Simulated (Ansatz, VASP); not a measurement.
## One calculation of BaTiO3, two programs

File POSCAR:

```
BaTiO3
1.0
    2.8400536833      1.6397057586      2.3314328269
   -2.8400536833      1.6397057586      2.3314328269
    0.0000000000     -3.2794115171      2.3314328269
Ba Ti O
1 1 3
Direct
    0.0027851043      0.0027851043      0.0027851043
    0.5162478494      0.5162478494      0.5162478494
    0.5147740335      0.5147740335      1.0051801169
    0.4897536543      0.9801597377      0.4897536543
    0.9801597377      0.4897536543      0.4897536543
```

File INCAR.step1:

```
SYSTEM = BaTiO3
PREC = Accurate
ENCUT = 520
ISMEAR = 0
SIGMA = 0.05
LREAL = .FALSE.
LASPH = .TRUE.
NELM = 100
NBANDS = 28
GGA = PE
ALGO = Normal
EDIFF = 1E-4
LWAVE = .TRUE.
LCHARG = .FALSE.
```

Contents of INCAR.step2:

```
SYSTEM = BaTiO3
PREC = Accurate
ENCUT = 520
EDIFF = 1E-7
ISMEAR = 0
SIGMA = 0.05
LREAL = .FALSE.
LASPH = .TRUE.
NELM = 100
ALGO = Normal
ISIF = 2
LWAVE = .FALSE.
LCHARG = .FALSE.
METAGGA = R2SCAN
LMIXTAU = .TRUE.
NBANDS = 28
ISTART = 1
```

The input KPOINTS:

```
regular mesh
0
G
  6 6 6
  0 0 0
```

Input for Ansatz:

```yaml
crystal:
  lattice:
    - [2.8400536833, 1.6397057586, 2.3314328269]
    - [-2.8400536833, 1.6397057586, 2.3314328269]
    - [0.0, -3.2794115171, 2.3314328269]
  atoms:
    - { symbol: Ba, position: [0.0027851043, 0.0027851043, 0.0027851043] }
    - { symbol: Ti, position: [0.5162478494, 0.5162478494, 0.5162478494] }
    - { symbol: O, position: [0.5147740335, 0.5147740335, 1.0051801169] }
    - { symbol: O, position: [0.4897536543, 0.9801597377, 0.4897536543] }
    - { symbol: O, position: [0.9801597377, 0.4897536543, 0.4897536543] }
basis:
  ecutwfc: 500
kpoints:
  mp_grid: { grid: [6, 6, 6] }
hamiltonian:
  xc: r2scan
scf:
  occupations: { method: gaussian, width: 0.05 }
output:
  forces: true
  stress: true
  eigenvalues: true
  write_density: true
  write_potential: true
  elf: true
  volumetric_format: npy
```

Alike in both runs: task single point; functional r2SCAN; k mesh 6 × 6 × 6; occupations gaussian, width 0.05 eV; no spin polarisation.

|  | VASP | Ansatz |
| --- | --- | --- |
| version | VASP 6.6.1 | Ansatz 0.2.0 |
| potentials or method | VASP PAW PBE potentials, release 64 (Ba_sv, Ti_sv, O), cutoff 520 eV | scalar-relativistic, plane waves, PAW |
| valence electrons in the cell | 40 | 40 |

Ansatz gave:

- gap on the k mesh at the Fermi level (eV): 2.42
- least direct gap on the mesh (eV): 2.66
- pressure (GPa): -1.0
- traceless stress, the component that is largest in VASP (GPa): 0.73
- rms of the force components (eV/Å): 0.371

Which values does VASP return?

gap on the k mesh at the Fermi level (eV): 2.39; least direct gap on the mesh (eV): 2.68; pressure (GPa): 1.0; traceless stress, the component that is largest in VASP (GPa): 0.83; rms of the force components (eV/Å): 0.379.

VASP's potentials were made for PBE, not for r2SCAN. Atom by atom the forces differ by 0.059 eV/Å (rms over components).

Spin-orbit coupling is off throughout.
